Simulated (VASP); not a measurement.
# Ir (C2/m) in VASP: notebook

The runs below take Ir through single point, with LDA.

Everything below comes from runs of VASP 6.6.1. Logs are shortened: lines on timing, memory, paths and dates and some standing lists are left out, and cuts for length are marked.

## (1) The cell of the first run

Symmetry: C2/m, No. 12, monoclinic system. The conventional cell has a = 4.158 Å, b = 2.695 Å, c = 2.713 Å, α = 90.00°, β = 116.11°, γ = 90.00°. Within 3.3 Å of Ir (site symmetry 2/m) lie 12 Ir at 2.48 to 2.92 Å.

## (2) Single point, LDA (engineering shear strain xz -0.1650, engineering shear strain yz -0.1650)

Contents of INCAR:

```
ALGO     = Fast           # electronic algorithm
EDIFF    = 1E-6           # SCF threshold, eV
ENCUT    = 520            # plane-wave cutoff, eV
GGA      = CA             # functional
ISIF     = 2              # what is computed and relaxed
ISMEAR   = 0              # smearing method
LASPH    = True           # aspherical terms in the spheres
LCHARG   = False          # write CHGCAR
LREAL    = False          # projectors in reciprocal space
LWAVE    = False          # write WAVECAR
NBANDS   = 10             # bands
NELM     = 80             # most SCF steps
PREC     = Accurate       # precision mode
SIGMA    = 0.15           # smearing width, eV
```

Contents of KPOINTS:

```
k-points
0
Gamma
  20 20 20
```

Contents of POSCAR:

```
Ir
1.0
   -0.1571959996      1.7482100561      1.7482100561
    1.7482100561     -0.1571959996      1.7482100561
    1.9054060557      1.9054060557     -0.3143919992
Ir
1
Direct
    0.0000000000      0.0000000000      0.0000000000
```

Potentials or basis: VASP PAW LDA potentials, release 64 (Ir).

Command:

```bash
> cat potpaw_LDA.64/Ir/POTCAR > POTCAR
> mpirun -np 1 vasp_std > vasp.out
```

OUTCAR:

```text
EDIFF = 1E-6
   ENCUT = 520
   GGA = CA
   ISIF = 2
   ISMEAR = 0
   LASPH = True
   LREAL = False
   NELM = 80
   PREC = Accurate

 ion  position               nearest neighbor table
   1  0.000  0.000  0.000-

  LATTYP: Found a base centered monoclinic cell.
 ALAT       =     4.1578365837
 B/A-ratio  =     0.6480897052
 C/A-ratio  =     0.6524858557
 COS(beta)  =    -0.4400572083

  Lattice vectors:

 A1 = (   0.1571959996,  -1.7482100561,  -1.7482100561)
 A2 = (  -1.7482100561,   0.1571959996,  -1.7482100561)
 A3 = (   1.9054060557,   1.9054060557,  -0.3143919992)

Analysis of symmetry for initial positions (statically):
=====================================================================
 Subroutine PRICEL returns:
 Original cell was already a primitive cell.

 Routine SETGRP: Setting up the symmetry group for a
 base centered monoclinic supercell.

 Subroutine GETGRP returns: Found  4 space group operations
 (whereof  4 operations were pure point group operations)
 out of a pool of  4 trial point group operations.

The static configuration has the point symmetry C_2h.

Analysis of symmetry for dynamics (positions and initial velocities):
=====================================================================
 Subroutine PRICEL returns:
 Original cell was already a primitive cell.

 Routine SETGRP: Setting up the symmetry group for a
 base centered monoclinic supercell.

 Subroutine GETGRP returns: Found  4 space group operations
 (whereof  4 operations were pure point group operations)
 out of a pool of  4 trial point group operations.

The dynamic configuration has the point symmetry C_2h.

 Subroutine INISYM returns: Found  4 space group operations
 (whereof  4 operations are pure point group operations),
 and found     1 'primitive' translations

----------------------------------------------------------------------------------------

                                     Primitive cell

  volume of cell :      13.6471

  direct lattice vectors                    reciprocal lattice vectors
    -0.157196000  1.748210056  1.748210056    -0.240463566  0.284358950  0.266032627
     1.748210056 -0.157196000  1.748210056     0.284358950 -0.240463566  0.266032627
     1.905406056  1.905406056 -0.314391999     0.244084935  0.244084935 -0.222137244

  length of vectors
     2.477334734  2.477334734  2.712929561     0.457663739  0.457663739  0.410487352

  position of ions in fractional coordinates (direct lattice)
     0.000000000  0.000000000  0.000000000

  ion indices of the primitive-cell ions
[... 81 lines left out ...]
   ISYM   =      2    0-nonsym 1-usesym 2-fastsym
   POTIM  = 0.5000    time-step for ionic-motion
   TEBEG  =    0.0;   TEEND  =   0.0 temperature during run
   PSTRESS=    0.0 pullay stress
   NELECT =       9.0000    total number of electrons
   NUPDOWN=      -1.0000    fix difference up-down
   EMIN   =  10.00;   EMAX   =-10.00  energy-range for DOS
   EFERMI =   0.00;   METHOD = LEGACY
   ISMEAR =     0;   SIGMA  =   0.15  broadening in eV -4-tet -1-fermi 0-gaus
   EFERMI_NEDOS =   21; number of points for ismear=-14 and -15
   IALGO  =     68    algorithm
   IMIX   =      4    mixing-type and parameters
     AMIX     =   0.40;   BMIX     =  1.00
     AMIX_MAG =   1.60;   BMIX_MAG =  1.00
  volume/ion in A,a.u.               =      13.65        92.10
  Fermi-wavevector in a.u.,A,eV,Ry     =   1.424981  2.692823 27.627577  2.030570
  Thomas-Fermi vector in A             =   2.545414
   LORBIT       =      0    0 simple, 1 ext, 2 COOP (PROOUT), +10 PAW based schemes
   GGA     = CA    functional components
   LHFCALC =     F    Hartree Fock is set to
   AEXX    =    0.0000 exact exchange contribution
   IVDW    =     0    specifies the selected vdW correction
   LEPSILON=     F    determine dielectric tensor
   LRPA    =     F    only Hartree local field effects (RPA)
 non-spin polarized calculation
 RMM-DIIS sequential band-by-band and
 Gauss-broadening in eV      SIGMA  =   0.15
  energy-cutoff  :      520.00
  volume of cell :       13.65
 maximum number of plane-waves:       379
   NGX =  9   NGY =  9   NGZ = 11

 number of electron       9.0000000 magnetization

 Free energy of the ion-electron system (eV)
  ---------------------------------------------------
  ext. energy  EPLUGINS =         0.00000000
  ---------------------------------------------------
  free energy    TOTEN  =        -9.65313842 eV

  energy without entropy =       -9.64026696  energy(sigma->0) =       -9.64670269

 E-fermi :  10.7947     XC(G=0): -14.3025

 val. band max:       10.7925495928   @ k =  -0.3500   0.0000   0.1000
 cond. band min:      10.7952449626   @ k =  -0.1000   0.0000   0.3000
 fundamental gap:      0.0026953698
 Fermi energy:        10.7946599287

 k-point     1 :       0.0000    0.0000    0.0000
  band No.  band energies     occupation
      1      -0.5189      2.00000
      2       5.0251      2.00000
      3       5.6817      2.00000
      4       8.7284      2.00000
      5      10.4374      1.99924
      6      10.4544      1.99866
      7      24.5421      0.00000
      8      28.3542      0.00000
      9      31.3591      0.00000
     10      35.7682      0.00000
[... 287 lines left out ...]
 k-point    24 :      -0.3500    0.0500   -0.0000
  band No.  band energies     occupation
      1       2.5039      2.00000
      2       5.3715      2.00000
      3       7.7732      2.00000
      4       9.0007      2.00000
      5      10.0549      2.00000
      6      11.9006      0.00000
      7      21.5220      0.00000
      8      26.6347      0.00000
      9      30.2896      0.00000
     10      35.5530      0.00000

 [... further k-points ...]

------------------------ aborting loop because EDIFF is reached ----------------------------------------

  FORCE on cell =-STRESS in cart. coord.  units (eV):
  Direction    XX          YY          ZZ          XY          YZ          ZX
  --------------------------------------------------------------------------------------
  -------------------------------------------------------------------------------------
  Total        2.0784867      2.0784867      4.0858162      0.1157683      3.6028427      3.6028427
  in kB      244.0156336    244.0156336    479.6773689     13.5912745    422.9759834    422.9759738
  external PRESSURE =     322.5695454 kB  Pullay stress =       0.0000000 kB

 VOLUME and BASIS-vectors are now :
 -----------------------------------------------------------------------------
  energy-cutoff  :      520.00
  volume of cell :       13.65
      direct lattice vectors                 reciprocal lattice vectors
    -0.157196000  1.748210056  1.748210056    -0.240463566  0.284358950  0.266032627
     1.748210056 -0.157196000  1.748210056     0.284358950 -0.240463566  0.266032627
     1.905406056  1.905406056 -0.314391999     0.244084935  0.244084935 -0.222137244

 POSITION                                       TOTAL-FORCE (eV/Angst)
 -----------------------------------------------------------------------------------
      0.00000      0.00000      0.00000        -0.000000      0.000000      0.000000
 -----------------------------------------------------------------------------------
    total drift:                                0.000000      0.000000     -0.000000

  FREE ENERGIE OF THE ION-ELECTRON SYSTEM (eV)
  ---------------------------------------------------
  free  energy   TOTEN  =        -9.6531384179 eV

  energy  without entropy=       -9.6402669565  energy(sigma->0) =       -9.64670269
```

Wall time 2.6 min (1 thread of Intel Xeon Platinum 8375C at 2.90GHz (Ice Lake), shared host); peak memory 0.39 GiB.

Results:

```
Free energy            : -9.6531 eV
Pressure               : 32.3 GPa
Band gap on the k mesh : zero (an odd number of electrons rules out a gap without spin polarisation)
```

Caveat: the cell differs from its parent crystal (engineering shear strain xz -0.1650, engineering shear strain yz -0.1650); the cell stands under pressure; spin-orbit coupling is left out, which moves the levels of the heavy elements.

## (3) Single point, LDA (engineering shear strain xz -0.1100, engineering shear strain yz -0.1100)

Contents of INCAR:

```
  PREC = Accurate
  ENCUT = 520
  EDIFF = 1E-6
  ISMEAR = 0
  SIGMA = 0.15
  LREAL = F
  LASPH = T
  NELM = 100
  ALGO = Fast
  ISIF = 2
  LWAVE = F
  LCHARG = F
  GGA = CA
  NBANDS = 10
```

Contents of KPOINTS:

```
Automatic mesh
0
Gamma
  20 20 20
```

Contents of POSCAR:

```
Ir
1.0
   -0.1047973331      1.8006087226      1.8006087226
    1.8006087226     -0.1047973331      1.8006087226
    1.9054060557      1.9054060557     -0.2095946661
Ir
1
Direct
    0.0000000000      0.0000000000      0.0000000000
```

Potentials or basis: VASP PAW LDA potentials, release 64 (Ir).

Command:

```bash
> cat potpaw_LDA.64/Ir/POTCAR > POTCAR
> mpirun -np 1 vasp_std > vasp.out
```

OUTCAR:

```text
PREC = Accurate
   ENCUT = 520
   EDIFF = 1E-6
   ISMEAR = 0
   LREAL = F
   LASPH = T
   NELM = 100
   ISIF = 2
   GGA = CA

 ion  position               nearest neighbor table
   1  0.000  0.000  0.000-

  LATTYP: Found a base centered monoclinic cell.
 ALAT       =     4.3266984671
 B/A-ratio  =     0.6227961357
 C/A-ratio  =     0.6246772531
 COS(beta)  =    -0.4880747029

  Lattice vectors:

 A1 = (   0.1047973331,  -1.8006087226,  -1.8006087226)
 A2 = (  -1.8006087226,   0.1047973331,  -1.8006087226)
 A3 = (   1.9054060557,   1.9054060557,  -0.2095946661)

Analysis of symmetry for initial positions (statically):
=====================================================================
 Subroutine PRICEL returns:
 Original cell was already a primitive cell.

 Routine SETGRP: Setting up the symmetry group for a
 base centered monoclinic supercell.

 Subroutine GETGRP returns: Found  4 space group operations
 (whereof  4 operations were pure point group operations)
 out of a pool of  4 trial point group operations.

The static configuration has the point symmetry C_2h.

Analysis of symmetry for dynamics (positions and initial velocities):
=====================================================================
 Subroutine PRICEL returns:
 Original cell was already a primitive cell.

 Routine SETGRP: Setting up the symmetry group for a
 base centered monoclinic supercell.

 Subroutine GETGRP returns: Found  4 space group operations
 (whereof  4 operations were pure point group operations)
 out of a pool of  4 trial point group operations.

The dynamic configuration has the point symmetry C_2h.

 Subroutine INISYM returns: Found  4 space group operations
 (whereof  4 operations are pure point group operations),
 and found     1 'primitive' translations

----------------------------------------------------------------------------------------

                                     Primitive cell

  volume of cell :      13.7517

  direct lattice vectors                    reciprocal lattice vectors
    -0.104797333  1.800608723  1.800608723    -0.247890790  0.276931726  0.264008509
     1.800608723 -0.104797333  1.800608723     0.276931726 -0.247890790  0.264008509
     1.905406056  1.905406056 -0.209594666     0.249488041  0.249488041 -0.234967573

  length of vectors
     2.548600797  2.548600797  2.702790114     0.455896389  0.455896389  0.423908394

  position of ions in fractional coordinates (direct lattice)
     0.000000000  0.000000000  0.000000000

  ion indices of the primitive-cell ions
   primitive index   ion index
                 1           1

----------------------------------------------------------------------------------------

 KPOINTS: Automatic mesh

Automatic generation of k-mesh.
 Grid dimensions read from file:
 generate k-points for:   20   20   20

 Generating k-lattice:

  Cartesian coordinates                     Fractional coordinates (reciprocal lattice)
    -0.012394539  0.013846586  0.013200425     0.050000000 -0.000000000 -0.000000000
     0.013846586 -0.012394539  0.013200425    -0.000000000  0.050000000 -0.000000000
     0.012474402  0.012474402 -0.011748379    -0.000000000 -0.000000000  0.050000000

  Length of vectors
     0.022794819  0.022794819  0.021195420

  Shift w.r.t. Gamma in fractional coordinates (k-lattice)
     0.000000000  0.000000000  0.000000000

 Subroutine IBZKPT returns following result:
 ===========================================

 Found   2112 irreducible k-points:

 Following reciprocal coordinates:
            Coordinates               Weight
  0.000000  0.000000  0.000000      1.000000
  0.050000  0.000000 -0.000000      4.000000
  0.100000 -0.000000 -0.000000      4.000000
  0.150000  0.000000  0.000000      4.000000
  0.200000 -0.000000 -0.000000      4.000000
  0.250000  0.000000 -0.000000      4.000000
[... 16 lines left out ...]
 -0.400000  0.050000  0.000000      4.000000
 -0.350000  0.050000  0.000000      4.000000
 [... further k-points ...]
   k-points           NKPTS =   2112   k-points in BZ     NKDIM =   2112   number of bands    NBANDS=     10
   number of dos      NEDOS =    301   number of ions     NIONS =      1
   total plane-waves  NPLWV =   8000
   dimension x,y,z NGX =    20 NGY =   20 NGZ =   20
   dimension x,y,z NGXF=    40 NGYF=   40 NGZF=   40
   ions per type =               1
   NGX,Y,Z   is equivalent  to a cutoff of  13.05, 13.05, 12.30 a.u.
   NGXF,Y,Z  is equivalent  to a cutoff of  26.09, 26.09, 24.60 a.u.
 SYSTEM =  unknown system
   PREC   = accura    normal or accurate (medium, high low for compatibility)
   ISTART =      0    job   : 0-new  1-cont  2-samecut
   ICHARG =      2    charge: 1-file 2-atom 10-const
   ISPIN  =      1    spin polarized calculation?
   LNONCOLLINEAR =      F non collinear calculations
   LSORBIT =      F    spin-orbit coupling
   LASPH  =      T    aspherical Exc in radial PAW
   ENCUT  =  520.0 eV  38.22 Ry    6.18 a.u.   4.74  4.74  5.03*2*pi/ulx,y,z
   NELM   =    100;   NELMIN=  2; NELMDL= -5     # of ELM steps
   EDIFF  = 0.1E-05   stopping-criterion for ELM
   LREAL  =      F    real-space projection
   EDIFFG = 0.1E-04   stopping-criterion for IOM
   NSW    =      0    number of steps for IOM
   IBRION =     -1    ionic relax: 0-MD 1-quasi-New 2-CG
   NFREE  =      0    steps in history (QN), initial steepest desc. (CG)
   ISIF   =      2    stress and relaxation
   ISYM   =      2    0-nonsym 1-usesym 2-fastsym
   POTIM  = 0.5000    time-step for ionic-motion
   TEBEG  =    0.0;   TEEND  =   0.0 temperature during run
   PSTRESS=    0.0 pullay stress
   NELECT =       9.0000    total number of electrons
   NUPDOWN=      -1.0000    fix difference up-down
   EMIN   =  10.00;   EMAX   =-10.00  energy-range for DOS
   EFERMI =   0.00;   METHOD = LEGACY
   ISMEAR =     0;   SIGMA  =   0.15  broadening in eV -4-tet -1-fermi 0-gaus
   EFERMI_NEDOS =   21; number of points for ismear=-14 and -15
   IALGO  =     68    algorithm
   IMIX   =      4    mixing-type and parameters
     AMIX     =   0.40;   BMIX     =  1.00
     AMIX_MAG =   1.60;   BMIX_MAG =  1.00
  volume/ion in A,a.u.               =      13.75        92.80
  Fermi-wavevector in a.u.,A,eV,Ry     =   1.421357  2.685976 27.487262  2.020257
  Thomas-Fermi vector in A             =   2.542176
   LORBIT       =      0    0 simple, 1 ext, 2 COOP (PROOUT), +10 PAW based schemes
   GGA     = CA    functional components
   LHFCALC =     F    Hartree Fock is set to
   AEXX    =    0.0000 exact exchange contribution
   IVDW    =     0    specifies the selected vdW correction
   LEPSILON=     F    determine dielectric tensor
   LRPA    =     F    only Hartree local field effects (RPA)
 non-spin polarized calculation
 RMM-DIIS sequential band-by-band and
 Gauss-broadening in eV      SIGMA  =   0.15
  energy-cutoff  :      520.00
  volume of cell :       13.75
 maximum number of plane-waves:       381
   NGX =  9   NGY =  9   NGZ = 11

 number of electron       9.0000000 magnetization

 Free energy of the ion-electron system (eV)
  ---------------------------------------------------
  ext. energy  EPLUGINS =         0.00000000
  ---------------------------------------------------
  free energy    TOTEN  =       -10.02101991 eV

  energy without entropy =      -10.00912521  energy(sigma->0) =      -10.01507256

 E-fermi :  10.7336     XC(G=0): -14.2831

 val. band max:       10.7313453966   @ k =   0.3000   0.0500   0.2500
 cond. band min:      10.7370906187   @ k =  -0.3500   0.3000   0.2000
 fundamental gap:      0.0057452221
 Fermi energy:        10.7336075025

 k-point     1 :       0.0000    0.0000    0.0000
  band No.  band energies     occupation
      1      -0.5856      2.00000
      2       5.5077      2.00000
      3       6.1733      2.00000
      4       7.9920      2.00000
      5       9.9254      2.00000
      6       9.9586      2.00000
      7      24.8200      0.00000
      8      28.7687      0.00000
      9      30.9763      0.00000
     10      33.7739      0.00000
[... 287 lines left out ...]
 k-point    24 :      -0.3500    0.0500    0.0000
  band No.  band energies     occupation
      1       2.4738      2.00000
      2       5.7372      2.00000
      3       7.6559      2.00000
      4       8.2063      2.00000
      5      10.2541      1.99999
      6      11.6514      0.00000
      7      21.3139      0.00000
      8      26.1996      0.00000
      9      30.7033      0.00000
     10      34.5865      0.00000

 [... further k-points ...]

------------------------ aborting loop because EDIFF is reached ----------------------------------------

  FORCE on cell =-STRESS in cart. coord.  units (eV):
  Direction    XX          YY          ZZ          XY          YZ          ZX
  --------------------------------------------------------------------------------------
  -------------------------------------------------------------------------------------
  Total        1.0532228      1.0532228      1.9291156      0.0920853      2.6509050      2.6509050
  in kB      122.7082258    122.7082258    224.7561958     10.7286197    308.8499872    308.8499843
  external PRESSURE =     156.7242158 kB  Pullay stress =       0.0000000 kB

 VOLUME and BASIS-vectors are now :
 -----------------------------------------------------------------------------
  energy-cutoff  :      520.00
  volume of cell :       13.75
      direct lattice vectors                 reciprocal lattice vectors
    -0.104797333  1.800608723  1.800608723    -0.247890790  0.276931726  0.264008509
     1.800608723 -0.104797333  1.800608723     0.276931726 -0.247890790  0.264008509
     1.905406056  1.905406056 -0.209594666     0.249488041  0.249488041 -0.234967573

 POSITION                                       TOTAL-FORCE (eV/Angst)
 -----------------------------------------------------------------------------------
      0.00000      0.00000      0.00000         0.000000     -0.000000     -0.000000
 -----------------------------------------------------------------------------------
    total drift:                                0.000000      0.000000     -0.000000

  FREE ENERGIE OF THE ION-ELECTRON SYSTEM (eV)
  ---------------------------------------------------
  free  energy   TOTEN  =       -10.0210199149 eV

  energy  without entropy=      -10.0091252062  energy(sigma->0) =      -10.01507256
```

It took 3.4 min on 1 thread of Intel Xeon Platinum 8375C at 2.90GHz (Ice Lake), shared host; peak memory 0.4 GiB.

What came out:

```
Free energy            : -10.0210 eV
Pressure               : 15.7 GPa
Band gap on the k mesh : zero (an odd number of electrons rules out a gap without spin polarisation)
```

Caveat: the cell differs from its parent crystal (engineering shear strain xz -0.1100, engineering shear strain yz -0.1100); the cell stands under pressure; spin-orbit coupling is left out, which moves the levels of the heavy elements.

[end of part 1 of 2]
